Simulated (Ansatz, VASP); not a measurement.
## Mo in VASP and in Ansatz

The input INCAR:

```
SYSTEM = Mo
PREC = Accurate ; ENCUT = 500
EDIFF = 1E-6 ; ISMEAR = 0
SIGMA = 0.15 ; LREAL = .FALSE.
LASPH = .TRUE. ; NELM = 120
ALGO = Normal ; ISIF = 2
LWAVE = .FALSE. ; LCHARG = .FALSE.
GGA = PS ; NBANDS = 13
GGA_COMPAT = .FALSE.
```

Contents of KPOINTS:

```
regular mesh
0
G
  22 22 22
  0 0 0
```

Contents of POSCAR:

```
Mo
1.0
   -1.6181300000      1.6181300000      1.5945650000
    1.6181300000     -1.6181300000      1.5945650000
    1.6181300000      1.6181300000     -1.5945650000
Mo
1
Direct
    0.0000000000      0.0000000000      0.0000000000
```

Input for Ansatz:

```yaml
crystal:
  lattice:
    - [-1.61813, 1.61813, 1.594565]
    - [1.61813, -1.61813, 1.594565]
    - [1.61813, 1.61813, -1.594565]
  atoms:
    - { symbol: Mo, position: [0.0, 0.0, 0.0] }
basis:
  ecutwfc: 420
kpoints:
  mp_grid: { grid: [22, 22, 22] }
hamiltonian:
  xc: pbesol
scf:
  occupations: { method: gaussian, width: 0.15 }
output:
  forces: true
  stress: true
  eigenvalues: true
```

Change from the starting cell: strain +0.030 along x and y, +0.015 along z, atoms carried along.

Alike in both runs: task single point; functional PBEsol; k mesh 22 × 22 × 22; occupations gaussian, width 0.15 eV; no spin polarisation.

|  | VASP | Ansatz |
| --- | --- | --- |
| version | VASP 6.6.1 | Ansatz 0.2.0 |
| potentials or method | VASP PAW PBE potentials, release 64 (Mo_sv), cutoff 500 eV | scalar-relativistic, plane waves, PAW |
| valence electrons in the cell | 14 | 14 |

```tsv
	VASP	Ansatz	Ansatz less VASP
gap on the k mesh at the Fermi level (eV)	none	none	-
pressure (GPa)	-19.6	-20.0	-0.40
traceless stress, the component that is largest in VASP (GPa)	2.57	2.57	+0.004
```

VASP's potentials were made for PBE, not for PBEsol. A gap of «none» marks a metal or a gap that the smearing closes.
